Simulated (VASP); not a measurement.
# Sb2Se3 (P6_3/mmc) in VASP: relaxation of cell and atoms with PBE

Aim: the relaxation of cell and atoms of Sb2Se3 with PBE.

Program: VASP 6.6.1. These are calculated values, not measurements. Logs are shortened: lines on timing, memory, paths and dates and some standing lists are left out, and cuts for length are marked.

## Step 1: The cell of the first run

The structure is hexagonal, space group P6_3/mmc (No. 194). Conventional cell: a = 4.152 Å, b = 4.152 Å, c = 18.237 Å, α = 90.00°, β = 90.00°, γ = 120.00°. Sb (site symmetry 3m) has 7 Se at 3.11 to 3.13 Å and 7 Sb at 4.01 to 4.15 Å within 4.2 Å. Se (site symmetry -6m2) has 6 Sb at 3.13 Å and 8 Se at 4.00 to 4.15 Å within 4.2 Å. Within 3.5 Å of Se (site symmetry 3m) lie 3 Se at 2.64 Å and 4 Sb at 3.11 to 3.12 Å.

The cell was built from a structure type or drawn by symmetry, and may not be a known phase.

## Step 2: Relaxation of cell and atoms, PBE

The input, INCAR:

```
ALGO = Normal
EDIFF = 1E-7
EDIFFG = -0.08
ENCUT = 500
GGA = PE
GGA_COMPAT = F
IBRION = 2
ISIF = 3
ISMEAR = 0
LASPH = T
LCHARG = F
LREAL = F
LWAVE = F
NELM = 120
NELMIN = 4
NSW = 36
PREC = Accurate
SIGMA = 0.15
```

The input, KPOINTS:

```
k-points
0
Gamma
  3 3 1
```

The input, POSCAR:

```
Sb2Se3
1.0
    4.1522159200      0.0000000000      0.0000000000
   -2.0761079600      3.5959244700      0.0000000000
    0.0000000000      0.0000000000     18.2368655200
Sb Se
4 6
Direct
    0.3333333300      0.6666666700      0.3600649200
    0.6666666700      0.3333333300      0.8600649200
    0.6666666700      0.3333333300      0.6399350800
    0.3333333300      0.6666666700      0.1399350800
    0.6666666700      0.3333333300      0.2500000000
    0.3333333300      0.6666666700      0.7500000000
    0.3333333300      0.6666666700      0.5305600800
    0.6666666700      0.3333333300      0.0305600800
    0.3333333300      0.6666666700      0.9694399200
    0.6666666700      0.3333333300      0.4694399200
```

Potentials or basis: VASP PAW PBE potentials, release 64 (Sb, Se).

Started as:

```
$ cat potpaw_PBE.64/Sb/POTCAR potpaw_PBE.64/Se/POTCAR > POTCAR
$ mpirun -np 1 vasp_std > vasp.out
```

OUTCAR:

```text
EDIFF = 1E-7
   EDIFFG = -0.08
   ENCUT = 500
   GGA = PE
   IBRION = 2
   ISIF = 3
   ISMEAR = 0
   LASPH = T
   LREAL = F
   NELM = 120
   NELMIN = 4
   NSW = 36
   PREC = Accurate

 ion  position               nearest neighbor table
   1  0.333  0.667  0.360-   7 3.11  10 3.12  10 3.12  10 3.12   5 3.13   5 3.13   5 3.13
   2  0.667  0.333  0.860-   8 3.11   9 3.12   9 3.12   9 3.12   6 3.13   6 3.13   6 3.13
   3  0.667  0.333  0.640-  10 3.11   7 3.12   7 3.12   7 3.12   6 3.13   6 3.13   6 3.13
   4  0.333  0.667  0.140-   9 3.11   8 3.12   8 3.12   8 3.12   5 3.13   5 3.13   5 3.13
   5  0.667  0.333  0.250-   1 3.13   4 3.13   1 3.13   4 3.13   1 3.13   4 3.13
   6  0.333  0.667  0.750-   2 3.13   3 3.13   2 3.13   3 3.13   2 3.13   3 3.13
   7  0.333  0.667  0.531-  10 2.64  10 2.64  10 2.64   1 3.11   3 3.12   3 3.12   3 3.12
   8  0.667  0.333  0.031-   9 2.64   9 2.64   9 2.64   2 3.11   4 3.12   4 3.12   4 3.12
   9  0.333  0.667  0.969-   8 2.64   8 2.64   8 2.64   4 3.11   2 3.12   2 3.12   2 3.12
  10  0.667  0.333  0.469-   7 2.64   7 2.64   7 2.64   3 3.11   1 3.12   1 3.12   1 3.12

  LATTYP: Found a hexagonal cell.
 ALAT       =     4.1522159200
 C/A-ratio  =     4.3920802462

  Lattice vectors:

 A1 = (   4.1522159200,   0.0000000000,   0.0000000000)
 A2 = (  -2.0761079600,   3.5959244700,   0.0000000000)
 A3 = (   0.0000000000,   0.0000000000,  18.2368655200)

Analysis of symmetry for initial positions (statically):
=====================================================================
 Subroutine PRICEL returns:
 Original cell was already a primitive cell.

 Routine SETGRP: Setting up the symmetry group for a
 hexagonal supercell.

 Subroutine GETGRP returns: Found 24 space group operations
 (whereof 12 operations were pure point group operations)
 out of a pool of 24 trial point group operations.

The static configuration has the point symmetry D_3d.
 The point group associated with its full space group is D_6h.

Analysis of symmetry for dynamics (positions and initial velocities):
=====================================================================
 Subroutine PRICEL returns:
 Original cell was already a primitive cell.

 Routine SETGRP: Setting up the symmetry group for a
 hexagonal supercell.

 Subroutine GETGRP returns: Found 24 space group operations
 (whereof 12 operations were pure point group operations)
 out of a pool of 24 trial point group operations.

The dynamic configuration has the point symmetry D_3d.
 The point group associated with its full space group is D_6h.

 Subroutine INISYM returns: Found 24 space group operations
 (whereof 12 operations are pure point group operations),
 and found     1 'primitive' translations

[... 81 lines left out ...]
   ICHARG =      2    charge: 1-file 2-atom 10-const
   ISPIN  =      1    spin polarized calculation?
   LNONCOLLINEAR =      F non collinear calculations
   LSORBIT =      F    spin-orbit coupling
   LASPH  =      T    aspherical Exc in radial PAW
   ENCUT  =  500.0 eV  36.75 Ry    6.06 a.u.   7.57  7.57 33.25*2*pi/ulx,y,z
   NELM   =    120;   NELMIN=  4; NELMDL= -5     # of ELM steps
   EDIFF  = 0.1E-06   stopping-criterion for ELM
   LREAL  =      F    real-space projection
   EDIFFG = -.8E-01   stopping-criterion for IOM
   NSW    =     36    number of steps for IOM
   IBRION =      2    ionic relax: 0-MD 1-quasi-New 2-CG
   NFREE  =      1    steps in history (QN), initial steepest desc. (CG)
   ISIF   =      3    stress and relaxation
   ISYM   =      2    0-nonsym 1-usesym 2-fastsym
   POTIM  = 0.5000    time-step for ionic-motion
   TEBEG  =    0.0;   TEEND  =   0.0 temperature during run
   PSTRESS=    0.0 pullay stress
   NELECT =      56.0000    total number of electrons
   NUPDOWN=      -1.0000    fix difference up-down
   EMIN   =  10.00;   EMAX   =-10.00  energy-range for DOS
   EFERMI =   0.00;   METHOD = LEGACY
   ISMEAR =     0;   SIGMA  =   0.15  broadening in eV -4-tet -1-fermi 0-gaus
   EFERMI_NEDOS =   21; number of points for ismear=-14 and -15
   IALGO  =     38    algorithm
   IMIX   =      4    mixing-type and parameters
     AMIX     =   0.40;   BMIX     =  1.00
     AMIX_MAG =   1.60;   BMIX_MAG =  1.00
  volume/ion in A,a.u.               =      27.23       183.75
  Fermi-wavevector in a.u.,A,eV,Ry     =   0.966327  1.826093 12.704945  0.933787
  Thomas-Fermi vector in A             =   2.096119
   LORBIT       =      0    0 simple, 1 ext, 2 COOP (PROOUT), +10 PAW based schemes
   GGA     = PE    functional components
   LHFCALC =     F    Hartree Fock is set to
   AEXX    =    0.0000 exact exchange contribution
   IVDW    =     0    specifies the selected vdW correction
   LEPSILON=     F    determine dielectric tensor
   LRPA    =     F    only Hartree local field effects (RPA)
 conjugate gradient relaxation of ions
 non-spin polarized calculation
 Gauss-broadening in eV      SIGMA  =   0.15
  energy-cutoff  :      500.00
  volume of cell :      272.30
 maximum number of plane-waves:      6931
 NGX is ok and might be reduce to    30
   NGX = 15   NGY = 15   NGZ = 67

--------------------------------------- Ionic step        1  -------------------------------------------

 number of electron      55.9999998 magnetization

 Free energy of the ion-electron system (eV)
  ---------------------------------------------------
  ext. energy  EPLUGINS =         0.00000000
  ---------------------------------------------------
  free energy    TOTEN  =       -33.75820654 eV

  energy without entropy =      -33.67154793  energy(sigma->0) =      -33.71487723

------------------------ aborting loop because EDIFF is reached ----------------------------------------

  FORCE on cell =-STRESS in cart. coord.  units (eV):
  Direction    XX          YY          ZZ          XY          YZ          ZX
  --------------------------------------------------------------------------------------
  -------------------------------------------------------------------------------------
  Total       -0.1996533     -0.1996533      4.0238651      0.0000000     -0.0000000     -0.0000000
  in kB       -1.1747523     -1.1747523     23.6762715      0.0000000     -0.0000000     -0.0000000
  external PRESSURE =       7.1089223 kB  Pullay stress =       0.0000000 kB
[... 339 lines left out ...]
--------------------------------------- Ionic step        9  -------------------------------------------

 number of electron      55.9999990 magnetization

 Free energy of the ion-electron system (eV)
  ---------------------------------------------------
  ext. energy  EPLUGINS =         0.00000000
  ---------------------------------------------------
  free energy    TOTEN  =       -38.61541689 eV

  energy without entropy =      -38.60228777  energy(sigma->0) =      -38.60885233

 E-fermi :   4.1175     XC(G=0):  -8.9106

 val. band max:        3.9218858511   @ k =   0.3333   0.3333   0.0000
 cond. band min:       4.2768985674   @ k =   0.3333   0.3333   0.0000
 fundamental gap:      0.3550127163
 Fermi energy:         4.1174787476

 k-point     1 :       0.0000    0.0000    0.0000
  band No.  band energies     occupation
      1      -9.9298      2.00000
      2      -9.8617      2.00000
      3      -9.6444      2.00000
      4      -9.5284      2.00000
      5      -8.5799      2.00000
      6      -8.5089      2.00000
[... 137 lines left out ...]
  FREE ENERGIE OF THE ION-ELECTRON SYSTEM (eV)
  ---------------------------------------------------
  free  energy   TOTEN  =       -38.6154168902 eV

  energy  without entropy=      -38.6022877725  energy(sigma->0) =      -38.60885233

 reached required accuracy - stopping structural energy minimisation
```

It took 4.4 min on 1 thread of Intel Xeon 6975P-C (Granite Rapids), shared host; peak memory 0.36 GiB.

What came out:

```
Free energy                           : -38.6154 eV
Relaxed volume                        : 29.66 Å³/atom
Relaxed cell                          : a = 4.016 Å, b = 4.016 Å, c = 21.230 Å, α = 90.00°, β = 90.00°, γ = 120.00°
Space group after relaxing (to 0.1 Å) : P6_3/mmc (No. 194)
Energy gained by relaxing             : 485.7 meV/atom
Ionic steps                           : 9
Pressure after relaxing               : 0.0 GPa
Largest force after relaxing          : 0.048 eV/Å
Band gap on the k mesh                : 0.35 eV
```

Forces on the atoms (eV/Å):
```
Sb   0.000  0.000 -0.040
Sb   0.000  0.000 -0.040
Sb   0.000  0.000  0.040
Sb   0.000  0.000  0.040
Se   0.000  0.000  0.000
Se   0.000  0.000  0.000
Se   0.000  0.000  0.048
Se   0.000  0.000  0.048
Se   0.000  0.000 -0.048
Se   0.000  0.000 -0.048
```

The path:
| step | energy change (eV) | largest force (eV/Å) | pressure (GPa) | volume (Å³) |
| --- | --- | --- | --- | --- |
| 1 | 0.0000 | 2.4001 | 0.71 | 272.30 |
| 2 | -1.2293 | 2.8239 | -1.32 | 277.05 |
| 3 | -3.9646 | 1.2636 | -4.57 | 291.18 |
| 4 | -4.3902 | 0.7712 | -3.96 | 297.34 |
| 5 | -4.6916 | 0.4577 | -1.57 | 309.55 |
| 6 | -4.6276 | 0.6866 | 3.78 | 280.41 |
| 7 | -4.8018 | 0.4966 | 0.58 | 296.39 |
| 8 | -4.8110 | 0.3910 | -0.53 | 296.68 |
| 9 | -4.8572 | 0.0480 | -0.02 | 296.56 |

Final structure:
```cif
data_structure
_symmetry_space_group_name_H-M 'P 1'
_symmetry_Int_Tables_number 1
_cell_length_a 4.0162
_cell_length_b 4.0162
_cell_length_c 21.2296
_cell_angle_alpha 90.000
_cell_angle_beta 90.000
_cell_angle_gamma 120.000
_cell_volume 296.56
loop_
_atom_site_label
_atom_site_type_symbol
_atom_site_fract_x
_atom_site_fract_y
_atom_site_fract_z
_atom_site_occupancy
Sb1 Sb 0.33333 0.66667 0.34600 1
Sb2 Sb 0.66667 0.33333 0.84600 1
Sb3 Sb 0.66667 0.33333 0.65400 1
Sb4 Sb 0.33333 0.66667 0.15400 1
Se1 Se 0.66667 0.33333 0.25000 1
Se2 Se 0.33333 0.66667 0.75000 1
Se3 Se 0.33333 0.66667 0.57864 1
Se4 Se 0.66667 0.33333 0.07864 1
Se5 Se 0.33333 0.66667 0.92136 1
Se6 Se 0.66667 0.33333 0.42136 1
```

Levels at points of the mesh, in eV from the valence-band top:
```tsv
k point	band 24	band 25	band 26	band 27	band 28	band 29	band 30	band 31	band 32	band 33
(0.00, 0.00, 0.00)	-0.55	-0.55	-0.51	-0.51	-0.10	0.75	1.08	1.89	1.89	1.89
```

Caveat: the k points lie up to 0.60 Å⁻¹ apart in the final cell; a cell axis changed by over 15 % at a fixed basis, so the end point is rough; spin-orbit coupling is left out, which moves the levels of the heavy elements; an odd mesh through Γ misses points on the zone boundary, where band edges can lie; this functional lacks dispersion, which binds the layers, so the pressure and a relaxed spacing across them are unreliable; the relaxation stopped at a loose force limit of 0.08 eV/Å, so its end isn't a converged minimum.
